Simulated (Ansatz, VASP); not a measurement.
Pt: VASP beside Ansatz

```
CELL_PARAMETERS angstrom
-2.12262 2.12262 1.14263
2.12262 -2.12262 1.14263
2.12262 2.12262 -1.14263
ATOMIC_POSITIONS crystal
Pt 0.62500 0.87500 0.75000
Pt 0.37500 0.12500 0.25000
```

Change from the starting cell: volume scaled by 0.6, PAW files.

Alike in both runs: task single point; functional PBE; k mesh 16 × 16 × 16; occupations fermi-dirac, width 0.05 eV; no spin polarisation.

|  | VASP | Ansatz |
| --- | --- | --- |
| version | VASP 6.6.1 | Ansatz 0.2.0 |
| potentials or method | VASP PAW PBE potentials, release 64 (Pt) | PAW with Ansatz's default frozen-core files, scalar-relativistic |
| plane-wave cutoff (eV) | 520 | 420 |
| valence electrons in the cell | 20 | 36 |

|  | VASP | Ansatz | Ansatz less VASP |
| --- | --- | --- | --- |
| pressure (GPa) | 389.9 | 393.0 | +3.08 |
| traceless stress, the component that is largest in VASP (GPa) | 3.34 | 0.00 | -3.340 |

Both programs put the cell under a high pressure, so it lies far from rest at this level. The functional is the same, so the differences come from potentials, cutoffs and numerics. VASP's potentials hold 20 valence electrons a cell and Ansatz's 36, so a difference there can come from the potentials and not from the codes.

Spin-orbit coupling is off throughout. Noted on VASP's run: the cell as given lies far from equilibrium.
